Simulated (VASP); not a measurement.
Here is a VASP 6.6.1 calculation.

File INCAR:

```
SYSTEM = BaHf3H2
PREC     = Accurate       ! precision mode
ENCUT    = 520            ! plane-wave cutoff, eV
EDIFF    = 1E-7           ! SCF threshold, eV
ISMEAR   = 0              ! smearing method
SIGMA    = 0.1            ! smearing width, eV
LREAL    = .FALSE.        ! projectors in reciprocal space
LASPH    = .TRUE.         ! aspherical terms in the spheres
NELM     = 100            ! most SCF steps
ALGO     = Normal         ! electronic algorithm
ISIF     = 2              ! what is computed and relaxed
LWAVE    = .FALSE.        ! write WAVECAR
LCHARG   = .FALSE.        ! write CHGCAR
GGA      = PE             ! functional
NBANDS   = 30             ! bands
```

The input KPOINTS:

```
Automatic mesh
0
G
  6 6 6
  0 0 0
```

The input POSCAR:

```
BaHf3H2
1.0
   -2.4634366822      2.4634366822      4.4376806149
    2.4634366822     -2.4634366822      4.4376806149
    2.4634366822      2.4634366822     -4.4376806149
Ba Hf H
1 3 2
Direct
    0.0000000000      0.0000000000      0.0000000000
    0.7500000000      0.2500000000      0.5000000000
    0.2500000000      0.7500000000      0.5000000000
    0.5000000000      0.5000000000      0.0000000000
    0.5000000000      0.0000000000      0.5000000000
    0.0000000000      0.5000000000      0.5000000000
```

Potentials or basis: VASP PAW PBE potentials, release 64 (Ba_sv, Hf_pv, H).

Launch:

```sh
$ cat potpaw_PBE.64/Ba_sv/POTCAR potpaw_PBE.64/Hf_pv/POTCAR potpaw_PBE.64/H/POTCAR > POTCAR
$ mpirun -np 1 vasp_std > vasp.out
```

(1) Predict the band gap on the k mesh.

(2) Predict the pressure.

Results:

(1) zero (bands 21 and 22 overlap by 0.92 eV).

(2) 0.5 GPa.

Caveat: spin-orbit coupling is left out, which moves the levels of the heavy elements.
